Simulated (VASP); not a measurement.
# CuO2 (fluorite type) (Fm-3m) in VASP: notebook

Runs on CuO2 (fluorite type). Level: PBE. Tasks: single point.

Program: VASP 6.6.1. These are calculated values, not measurements. Logs are shortened: lines on timing, memory, paths and dates and some standing lists are left out, and cuts for length are marked.

## (1) The cell of the first run

The structure is cubic, space group Fm-3m (No. 225). Conventional cell: a = 4.834 Å, b = 4.834 Å, c = 4.834 Å, α = 90.00°, β = 90.00°, γ = 90.00°. Cu (site symmetry m-3m) has 8 O at 2.09 Å within 2.8 Å. Within 2.8 Å of O (site symmetry -43m) lie 4 Cu at 2.09 Å and 6 O at 2.42 Å.

## (2) Single point, PBE

File INCAR:

```
  ALGO = Normal
  EDIFF = 1E-6
  ENCUT = 520
  GGA = PE
  ISIF = 2
  ISMEAR = -1
  LASPH = T
  LCHARG = F
  LREAL = F
  LWAVE = F
  NBANDS = 18
  NELM = 80
  PREC = Accurate
  SIGMA = 0.06122561905347299
```

File KPOINTS:

```
k-points
0
Gamma
  39 39 39
```

File POSCAR:

```
CuO2
1.0
    0.0000000000      2.4168144344      2.4168144344
    2.4168144344      0.0000000000      2.4168144344
    2.4168144344      2.4168144344      0.0000000000
Cu O
1 2
Direct
    0.0000000000      0.0000000000      0.0000000000
    0.2500000000      0.2500000000      0.2500000000
    0.7500000000      0.7500000000      0.7500000000
```

Potentials or basis: VASP PAW PBE potentials, release 64 (Cu, O).

The run is started by

```console
$ cat potpaw_PBE.64/Cu/POTCAR potpaw_PBE.64/O/POTCAR > POTCAR
$ mpirun -np 1 vasp_std > vasp.out
```

OUTCAR:

```text
EDIFF = 1E-6
   ENCUT = 520
   GGA = PE
   ISIF = 2
   ISMEAR = -1
   LASPH = T
   LREAL = F
   NELM = 80
   PREC = Accurate

 ion  position               nearest neighbor table
   1  0.000  0.000  0.000-   3 2.09   3 2.09   3 2.09   2 2.09   3 2.09   2 2.09   2 2.09   2 2.09

   2  0.250  0.250  0.250-   1 2.09   1 2.09   1 2.09   1 2.09
   3  0.750  0.750  0.750-   1 2.09   1 2.09   1 2.09   1 2.09

  LATTYP: Found a face centered cubic cell.
 ALAT       =     4.8336288688

  Lattice vectors:

 A1 = (   0.0000000000,   2.4168144344,   2.4168144344)
 A2 = (   2.4168144344,   0.0000000000,   2.4168144344)
 A3 = (   2.4168144344,   2.4168144344,   0.0000000000)

Analysis of symmetry for initial positions (statically):
=====================================================================
 Subroutine PRICEL returns:
 Original cell was already a primitive cell.

 Routine SETGRP: Setting up the symmetry group for a
 face centered cubic supercell.

 Subroutine GETGRP returns: Found 48 space group operations
 (whereof 48 operations were pure point group operations)
 out of a pool of 48 trial point group operations.

The static configuration has the point symmetry O_h .

Analysis of symmetry for dynamics (positions and initial velocities):
=====================================================================
 Subroutine PRICEL returns:
 Original cell was already a primitive cell.

 Routine SETGRP: Setting up the symmetry group for a
 face centered cubic supercell.

 Subroutine GETGRP returns: Found 48 space group operations
 (whereof 48 operations were pure point group operations)
 out of a pool of 48 trial point group operations.

The dynamic configuration has the point symmetry O_h .

 Subroutine INISYM returns: Found 48 space group operations
 (whereof 48 operations are pure point group operations),
 and found     1 'primitive' translations

----------------------------------------------------------------------------------------

                                     Primitive cell

  volume of cell :      28.2332

  direct lattice vectors                    reciprocal lattice vectors
     0.000000000  2.416814434  2.416814434    -0.206883902  0.206883902  0.206883902
     2.416814434  0.000000000  2.416814434     0.206883902 -0.206883902  0.206883902
     2.416814434  2.416814434  0.000000000     0.206883902  0.206883902 -0.206883902

  length of vectors
     3.417891751  3.417891751  3.417891751     0.358333429  0.358333429  0.358333429

  position of ions in fractional coordinates (direct lattice)
     0.000000000  0.000000000  0.000000000
     0.250000000  0.250000000  0.250000000
     0.750000000  0.750000000  0.750000000

  ion indices of the primitive-cell ions
   primitive index   ion index
                 1           1
                 2           2
                 3           3

----------------------------------------------------------------------------------------

 KPOINTS: k-points

Automatic generation of k-mesh.
 Grid dimensions read from file:
 generate k-points for:   39   39   39

 Generating k-lattice:

  Cartesian coordinates                     Fractional coordinates (reciprocal lattice)
    -0.005304715  0.005304715  0.005304715     0.025641026  0.000000000  0.000000000
     0.005304715 -0.005304715  0.005304715     0.000000000  0.025641026  0.000000000
     0.005304715  0.005304715 -0.005304715     0.000000000  0.000000000  0.025641026

  Length of vectors
     0.009188037  0.009188037  0.009188037

  Shift w.r.t. Gamma in fractional coordinates (k-lattice)
     0.000000000  0.000000000  0.000000000

 Subroutine IBZKPT returns following result:
 ===========================================

 Found   1540 irreducible k-points:

 Following reciprocal coordinates:
            Coordinates               Weight
  0.000000  0.000000  0.000000      1.000000
  0.025641  0.000000  0.000000      8.000000
  0.051282  0.000000  0.000000      8.000000
  0.076923  0.000000  0.000000      8.000000
  0.102564  0.000000  0.000000      8.000000
  0.128205  0.000000  0.000000      8.000000
[... 16 lines left out ...]
  0.076923  0.025641  0.000000     24.000000
  0.102564  0.025641  0.000000     24.000000
 [... further k-points ...]
   k-points           NKPTS =   1540   k-points in BZ     NKDIM =   1540   number of bands    NBANDS=     18
   number of dos      NEDOS =    301   number of ions     NIONS =      3
   total plane-waves  NPLWV =  21952
   dimension x,y,z NGX =    28 NGY =   28 NGZ =   28
   dimension x,y,z NGXF=    56 NGYF=   56 NGZF=   56
   ions per type =               1   2
   NGX,Y,Z   is equivalent  to a cutoff of  13.62, 13.62, 13.62 a.u.
   NGXF,Y,Z  is equivalent  to a cutoff of  27.24, 27.24, 27.24 a.u.
 SYSTEM =  unknown system
   PREC   = accura    normal or accurate (medium, high low for compatibility)
   ISTART =      0    job   : 0-new  1-cont  2-samecut
   ICHARG =      2    charge: 1-file 2-atom 10-const
[... 98 lines left out ...]
  band No.  band energies     occupation
      1     -15.4674      2.00000
      2     -11.6691      2.00000
      3      -1.4904      2.00000
      4      -1.4904      2.00000
      5      -1.4227      2.00000
      6       1.2971      2.00000
[... 10 lines left out ...]
     17      16.2754      0.00000
     18      23.2022      0.00000

 k-point     5 :       0.1026    0.0000    0.0000
  band No.  band energies     occupation
      1     -15.4235      2.00000
      2     -11.7200      2.00000
      3      -1.4624      2.00000
      4      -1.4624      2.00000
      5      -1.3436      2.00000
      6       1.2721      2.00000
[... 10 lines left out ...]
     17      16.3941      0.00000
     18      23.4348      0.00000

 k-point     6 :       0.1282    0.0000    0.0000
  band No.  band energies     occupation
      1     -15.3679      2.00000
      2     -11.7843      2.00000
      3      -1.4271      2.00000
      4      -1.4271      2.00000
      5      -1.2445      2.00000
      6       1.2423      2.00000
[... 10 lines left out ...]
     17      16.5442      0.00000
     18      23.4495      0.00000

 k-point     7 :       0.1538    0.0000    0.0000
  band No.  band energies     occupation
      1     -15.3006      2.00000
      2     -11.8605      2.00000
      3      -1.3850      2.00000
      4      -1.3850      2.00000
      5      -1.1271      2.00000
      6       1.2094      2.00000
[... 10 lines left out ...]
     17      16.7238      0.00000
     18      23.4658      0.00000

 k-point     8 :       0.1795    0.0000    0.0000
  band No.  band energies     occupation
      1     -15.2223      2.00000
      2     -11.9479      2.00000
      3      -1.3369      2.00000
      4      -1.3369      2.00000
      5      -0.9935      2.00000
      6       1.1752      2.00000
[... 10 lines left out ...]
     17      16.9306      0.00000
     18      23.4828      0.00000
[... 229 lines left out ...]
     17      19.6918      0.00000
     18      23.2881      0.00000

 k-point    20 :       0.4872    0.0000    0.0000
  band No.  band energies     occupation
      1     -13.7208      2.00000
      2     -13.4861      2.00000
      3      -0.7715      2.00000
      4      -0.7715      2.00000
      5       0.1030      2.00000
      6       0.8888      2.00000
[... 10 lines left out ...]
     17      19.7683      0.00000
     18      23.2647      0.00000

 k-point    21 :       0.0256    0.0256    0.0000
  band No.  band energies     occupation
      1     -15.5158      2.00000
      2     -11.6120      2.00000
      3      -1.5249      2.00000
      4      -1.5249      2.00000
      5      -1.5047      2.00000
      6       1.3198      2.00000
[... 10 lines left out ...]
     17      16.1529      0.00000
     18      22.7860      0.00000

 k-point    22 :       0.0513    0.0256    0.0000
  band No.  band energies     occupation
      1     -15.5010      2.00000
      2     -11.6294      2.00000
      3      -1.5187      2.00000
      4      -1.5165      2.00000
      5      -1.4730      2.00000
      6       1.3037      2.00000
[... 10 lines left out ...]
     17      16.2027      0.00000
     18      22.9115      0.00000

 k-point    23 :       0.0769    0.0256    0.0000
  band No.  band energies     occupation
      1     -15.4736      2.00000
      2     -11.6615      2.00000
      3      -1.5044      2.00000
      4      -1.4973      2.00000
      5      -1.4213      2.00000
      6       1.2797      2.00000
[... 10 lines left out ...]
     17      16.2862      0.00000
     18      23.1251      0.00000

 k-point    24 :       0.1026    0.0256    0.0000
  band No.  band energies     occupation
      1     -15.4340      2.00000
      2     -11.7077      2.00000
      3      -1.4822      2.00000
      4      -1.4692      2.00000
      5      -1.3489      2.00000
      6       1.2489      2.00000
[... 10 lines left out ...]
     17      16.4022      0.00000
     18      23.3168      0.00000

 [... further k-points ...]

------------------------ aborting loop because EDIFF is reached ----------------------------------------

  FORCE on cell =-STRESS in cart. coord.  units (eV):
  Direction    XX          YY          ZZ          XY          YZ          ZX
  --------------------------------------------------------------------------------------
  -------------------------------------------------------------------------------------
  Total        0.0990197      0.0990197      0.0990197     -0.0000000      0.0000000     -0.0000000
  in kB        5.6191726      5.6191726      5.6191726     -0.0000000      0.0000000     -0.0000000
  external PRESSURE =       5.6191726 kB  Pullay stress =       0.0000000 kB

 VOLUME and BASIS-vectors are now :
 -----------------------------------------------------------------------------
  energy-cutoff  :      520.00
  volume of cell :       28.23
      direct lattice vectors                 reciprocal lattice vectors
     0.000000000  2.416814434  2.416814434    -0.206883902  0.206883902  0.206883902
     2.416814434  0.000000000  2.416814434     0.206883902 -0.206883902  0.206883902
     2.416814434  2.416814434  0.000000000     0.206883902  0.206883902 -0.206883902

 POSITION                                       TOTAL-FORCE (eV/Angst)
 -----------------------------------------------------------------------------------
      0.00000      0.00000      0.00000        -0.000000     -0.000000     -0.000000
      1.20841      1.20841      1.20841         0.000000      0.000000      0.000000
      3.62522      3.62522      3.62522        -0.000000     -0.000000     -0.000000
 -----------------------------------------------------------------------------------
    total drift:                               -0.000000     -0.000000      0.000000

  FREE ENERGIE OF THE ION-ELECTRON SYSTEM (eV)
  ---------------------------------------------------
  free  energy   TOTEN  =       -12.9740716323 eV

  energy  without entropy=      -12.8730566328  energy(sigma->0) =      -12.92356413
```

Run time: 17 min. Hardware: 1 thread of Intel Xeon Platinum 8488C (Sapphire Rapids), shared host; peak memory 0.77 GiB.

What came out:

```
Free energy            : -12.9741 eV
Pressure               : 0.6 GPa
Band gap on the k mesh : zero (an odd number of electrons rules out a gap without spin polarisation)
```

Caveat: an odd number of electrons without spin polarisation forces a metal; a magnetic or distorted state may lie lower; semilocal functionals often make such compounds metallic where correlation or magnetic order opens a gap, which also shifts bond lengths. With open d or f shells a metallic result of PBE can be an artefact of self-interaction; +U or a hybrid may open a gap.

## (3) Single point, PBE

This run uses another cell than the first one, of 8.85 Å³/atom.

File INCAR:

```
  PREC = Accurate
  ENCUT = 520
  EDIFF = 1E-6
  ISMEAR = -1
  SIGMA = 0.06122561905347299
  LREAL = F
  LASPH = T
  NELM = 100
  ALGO = Normal
  ISIF = 2
  LWAVE = F
  LCHARG = F
  GGA = PE
  NBANDS = 18
```

File KPOINTS:

```
Automatic mesh
0
Gamma
  13 13 13
```

File POSCAR:

```
CuO2
1.0
    0.0000000000      2.3674778472      2.3674778472
    2.3674778472      0.0000000000      2.3674778472
    2.3674778472      2.3674778472      0.0000000000
Cu O
1 2
Direct
    0.0000000000      0.0000000000      0.0000000000
    0.2500000000      0.2500000000      0.2500000000
    0.7500000000      0.7500000000      0.7500000000
```

Potentials or basis: VASP PAW PBE potentials, release 64 (Cu, O).

The run is started by

```console
$ cat potpaw_PBE.64/Cu/POTCAR potpaw_PBE.64/O/POTCAR > POTCAR
$ mpirun -np 1 vasp_std > vasp.out
```

Wall time 63 s (1 thread of AMD EPYC 7R13 (Zen 3), shared host); peak memory 0.15 GiB.

It converged, with:

- Free energy: -12.9023 eV
- Pressure: 13.0 GPa
- Band gap on the k mesh: zero (an odd number of electrons rules out a gap without spin polarisation)

Levels at points of the mesh, in eV from the Fermi level:
| k point | band 7 | band 8 | band 9 | band 10 | band 11 | band 12 | band 13 | band 14 | band 15 | band 16 |
| --- | --- | --- | --- | --- | --- | --- | --- | --- | --- | --- |
| (0.00, 0.00, 0.00) | -3.11 | -1.12 | -1.12 | -1.12 | -0.08 | -0.08 | -0.08 | 6.29 | 12.06 | 12.06 |

Caveat: the cell stands under pressure; an odd number of electrons without spin polarisation forces a metal; a magnetic or distorted state may lie lower; semilocal functionals often make such compounds metallic where correlation or magnetic order opens a gap, which also shifts bond lengths.

## (4) Single point, PBE

This run uses another cell than the first one, of 8.85 Å³/atom.

File INCAR:

```
SYSTEM = CuO2
  ALGO = Normal
  EDIFF = 1E-6
  ENCUT = 520
  GGA = PE
  ISIF = 2
  ISMEAR = -1
  LASPH = .TRUE.
  LCHARG = .FALSE.
  LREAL = .FALSE.
  LWAVE = .FALSE.
  NBANDS = 18
  NELM = 100
  PREC = Accurate
  SIGMA = 0.06122561905347299
```

File KPOINTS:

```
k-points
0
G
  13 13 13
  0 0 0
```

POSCAR is that of step 3.

The run is started by

```console
$ cat potpaw_PBE.64/Cu/POTCAR potpaw_PBE.64/O/POTCAR > POTCAR
$ mpirun -np 1 vasp_std > vasp.out
```

Run time: 58 s. Hardware: 1 thread of AMD EPYC 7R13 (Zen 3), shared host; peak memory 0.15 GiB.

It converged, with:

```
Free energy            : -12.9023 eV
Pressure               : 13.0 GPa
Band gap on the k mesh : zero (an odd number of electrons rules out a gap without spin polarisation)
```

Levels at points of the mesh, in eV from the Fermi level:
```csv
k point,band 7,band 8,band 9,band 10,band 11,band 12,band 13,band 14,band 15,band 16
"(0.00, 0.00, 0.00)",-3.11,-1.12,-1.12,-1.12,-0.08,-0.08,-0.08,6.29,12.06,12.06
```

Caveat: the cell stands under pressure; an odd number of electrons without spin polarisation forces a metal; a magnetic or distorted state may lie lower; semilocal functionals often make such compounds metallic where correlation or magnetic order opens a gap, which also shifts bond lengths. With open d or f shells a metallic result of PBE can be an artefact of self-interaction; +U or a hybrid may open a gap.

## (5) Single point, PBE

This run uses another cell than the first one, of 9.03 Å³/atom.

File INCAR:

```
SYSTEM = CuO2
PREC     = Accurate       ! precision mode
ENCUT    = 520            ! plane-wave cutoff, eV
EDIFF    = 1E-6           ! SCF threshold, eV
ISMEAR   = -1             ! smearing method
SIGMA    = 0.06122561905347299 ! smearing width, eV
LREAL    = .FALSE.        ! projectors in reciprocal space
LASPH    = .TRUE.         ! aspherical terms in the spheres
NELM     = 60             ! most SCF steps
ALGO     = Normal         ! electronic algorithm
ISIF     = 2              ! what is computed and relaxed
LWAVE    = .FALSE.        ! write WAVECAR
LCHARG   = .FALSE.        ! write CHGCAR
GGA      = PE             ! functional
NBANDS   = 18             ! bands
```

File KPOINTS:

```
regular mesh
0
G
  13 13 13
  0 0 0
```

File POSCAR:

```
CuO2
1.0
    0.0000000000      2.3841507758      2.3841507758
    2.3841507758      0.0000000000      2.3841507758
    2.3841507758      2.3841507758      0.0000000000
Cu O
1 2
Direct
    0.0000000000      0.0000000000      0.0000000000
    0.2500000000      0.2500000000      0.2500000000
    0.7500000000      0.7500000000      0.7500000000
```

The run is started by

```console
$ cat potpaw_PBE.64/Cu/POTCAR potpaw_PBE.64/O/POTCAR > POTCAR
$ mpirun -np 1 vasp_std > vasp.out
```

Wall time 60 s (1 thread of AMD EPYC 7R13 (Zen 3), shared host); peak memory 0.15 GiB.

Results (log left out):

| Quantity | Value |
| --- | --- |
| Free energy | -12.9412 eV |
| Pressure | 8.4 GPa |
| Band gap on the k mesh | zero (an odd number of electrons rules out a gap without spin polarisation) |

Levels at points of the mesh, in eV from the Fermi level:
| k point | band 8 | band 9 | band 10 | band 11 | band 12 | band 13 | band 14 | band 15 |
| --- | --- | --- | --- | --- | --- | --- | --- | --- |
| (0.00, 0.00, 0.00) | -1.08 | -1.08 | -1.08 | -0.08 | -0.08 | -0.08 | 6.10 | 12.01 |

Caveat: the cell stands under pressure; an odd number of electrons without spin polarisation forces a metal; a magnetic or distorted state may lie lower; semilocal functionals often make such compounds metallic where correlation or magnetic order opens a gap, which also shifts bond lengths. With open d or f shells a metallic result of PBE can be an artefact of self-interaction; +U or a hybrid may open a gap.

## (6) Single point, PBE

This run uses another cell than the first one, of 9.22 Å³/atom.

File INCAR:

```
PREC = Accurate
ENCUT = 520
EDIFF = 1E-7
ISMEAR = -1
SIGMA = 0.06122561905347299
LREAL = F
LASPH = T
NELM = 100
ALGO = Normal
ISIF = 2
LWAVE = F
LCHARG = F
GGA = PE
NBANDS = 18
```

File KPOINTS:

```
Automatic mesh
0
Gamma
  13 13 13
```

File POSCAR:

```
CuO2
1.0
    0.0000000000      2.4005937145      2.4005937145
    2.4005937145      0.0000000000      2.4005937145
    2.4005937145      2.4005937145      0.0000000000
Cu O
1 2
Direct
    0.0000000000      0.0000000000      0.0000000000
    0.2500000000      0.2500000000      0.2500000000
    0.7500000000      0.7500000000      0.7500000000
```

Potentials or basis: VASP PAW PBE potentials, release 64 (Cu, O).

The run is started by

```console
$ cat potpaw_PBE.64/Cu/POTCAR potpaw_PBE.64/O/POTCAR > POTCAR
$ mpirun -np 1 vasp_std > vasp.out
```

It took 63 s on 1 thread of AMD EPYC 7R13 (Zen 3), shared host; peak memory 0.15 GiB.

It converged, with:

```yaml
Free_energy: -12.9646 eV
Pressure: 4.3 GPa
Band_gap_on_the_k_mesh: zero (an odd number of electrons rules out a gap without spin polarisation)
```

Levels at points of the mesh, in eV from the Fermi level:
| k point | band 7 | band 8 | band 9 | band 10 | band 11 | band 12 | band 13 | band 14 | band 15 | band 16 |
| --- | --- | --- | --- | --- | --- | --- | --- | --- | --- | --- |
| (0.00, 0.00, 0.00) | -2.95 | -1.05 | -1.05 | -1.05 | -0.08 | -0.08 | -0.08 | 5.93 | 11.96 | 11.96 |

Caveat: the cell stands under pressure; an odd number of electrons without spin polarisation forces a metal; a magnetic or distorted state may lie lower; semilocal functionals often make such compounds metallic where correlation or magnetic order opens a gap, which also shifts bond lengths.

## (7) Summary

| cell | k mesh | gap on the mesh (eV) | pressure (GPa) |
| --- | --- | --- | --- |
| a = 3.418 Å, angles 60.0°, 3 atoms | 39 × 39 × 39 | none | 0.6 |
| a = 3.348 Å, angles 60.0°, 3 atoms | 13 × 13 × 13 | none | 13.0 |
| a = 3.372 Å, angles 60.0°, 3 atoms | 13 × 13 × 13 | none | 8.4 |
| a = 3.395 Å, angles 60.0°, 3 atoms | 13 × 13 × 13 | none | 4.3 |

Alike in all rows: task single point; level PBE; potentials or basis VASP PAW PBE potentials, release 64 (Cu, O); no spin polarisation; cutoff (eV) 520; smearing fermi-dirac 0.0612256 eV.

Caveats: an odd number of electrons without spin polarisation forces a metal; a magnetic or distorted state may lie lower; semilocal functionals often make such compounds metallic where correlation or magnetic order opens a gap, which also shifts bond lengths; the cell stands under pressure (at least some runs).

Total energies depend on the potentials used, so only differences within one code and one set of settings carry meaning.
